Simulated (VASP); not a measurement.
Write the native input for VASP 6.6.1 that does the following.

```
Task                    : single point
Functional              : LDA
Potentials or basis     : VASP PAW LDA potentials, release 64 (F)
Cutoff                  : 520 eV
k mesh                  : 17 × 17 × 17
Occupations             : fermi-dirac, width 0.08 eV
Spin                    : no spin polarisation
Dipole correction       : no
k mesh for the DOS      : 26 × 26 × 26
Occupations for the DOS : tetrahedron
Further INCAR settings  : ALGO = Normal; EDIFF = 1e-06; NBANDS = 10
```

F:

```xyz
1
Lattice="1.5357 0.0000 0.0000 0.0000 1.5357 0.0000 0.0000 0.0000 1.5357" Properties=species:S:1:pos:R:3 pbc="T T T"
F     0.0000    0.0000    0.0000
```

These files were run (other wordings do the same):

POSCAR

```
F
1.0
    1.5356918296      0.0000000000      0.0000000000
    0.0000000000      1.5356918296      0.0000000000
    0.0000000000      0.0000000000      1.5356918296
F
1
Direct
    0.0000000000      0.0000000000      0.0000000000
```

INCAR.step1

```
SYSTEM = F
  ALGO = Normal
  EDIFF = 1E-6
  ENCUT = 520
  ISIF = 2
  ISMEAR = -1
  LASPH = .TRUE.
  LCHARG = .TRUE.
  LREAL = .FALSE.
  LWAVE = .FALSE.
  NBANDS = 10
  NELM = 80
  PREC = Accurate
  SIGMA = 0.08
```

KPOINTS.step1

```
k-points
0
G
  17 17 17
  0 0 0
```

INCAR.step2

```
SYSTEM = F
  ALGO = Normal
  EDIFF = 1E-6
  ENCUT = 520
  ICHARG = 11
  ISIF = 2
  ISMEAR = -5
  LASPH = .TRUE.
  LCHARG = .FALSE.
  LORBIT = 10
  LREAL = .FALSE.
  LWAVE = .FALSE.
  NBANDS = 10
  NEDOS = 1001
  NELM = 80
  PREC = Accurate
  SIGMA = 0.08
```

KPOINTS.step2

```
k-points
0
G
  26 26 26
  0 0 0
```

Potentials or basis: VASP PAW LDA potentials, release 64 (F).

The run is started by

```console
$ cat potpaw_LDA.64/F/POTCAR > POTCAR
$ cp INCAR.step1 INCAR
$ cp KPOINTS.step1 KPOINTS
$ mpirun -np 1 vasp_std > vasp.out
$ cp INCAR.step2 INCAR
$ cp KPOINTS.step2 KPOINTS
$ mpirun -np 1 vasp_std > vasp.out
```

It gave:

```
Valence electrons inside the program's atomic spheres : F 6.25
```

Caveat: an odd number of electrons without spin polarisation forces a metal; a magnetic or distorted state may lie lower.

Run time: 14 s on 1 thread of Intel Xeon 8259CL, with other jobs on the host, peak memory 0.13 GiB.
